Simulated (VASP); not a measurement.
TiAl3:

```
Ti Al
1.0
     3.98187    0.00000    0.00000
     0.00000    3.98187    0.00000
     0.00000    0.00000    3.98187
Ti Al
1 3
Direct
  0.00000 0.00000 0.00000
  0.00000 0.50000 0.50000
  0.50000 0.00000 0.50000
  0.50000 0.50000 0.00000
```

Base run:

| Item | Value |
| --- | --- |
| Program | VASP 6.6.1 |
| Functional | r2SCAN |
| Potentials or basis | VASP PAW PBE potentials, release 64 (Ti_sv, Al) |
| Cutoff | 520 eV |
| k mesh | 7 × 7 × 7 |
| Occupations | fermi-dirac, width 0.05 eV |
| Spin | no spin polarisation |

Its results: pressure -2.3 GPa.

Problem. The run is repeated on the same cell with these changes: functional from r2SCAN to LDA; potentials or basis from VASP PAW PBE potentials, release 64 (Ti_sv, Al) to VASP PAW LDA potentials, release 64 (Ti_sv, Al). What comes out?

Solution. Pressure -5.6 GPa.

Caveats: the PAW data sets were made with another functional, which shifts forces and pressure a little (some runs).
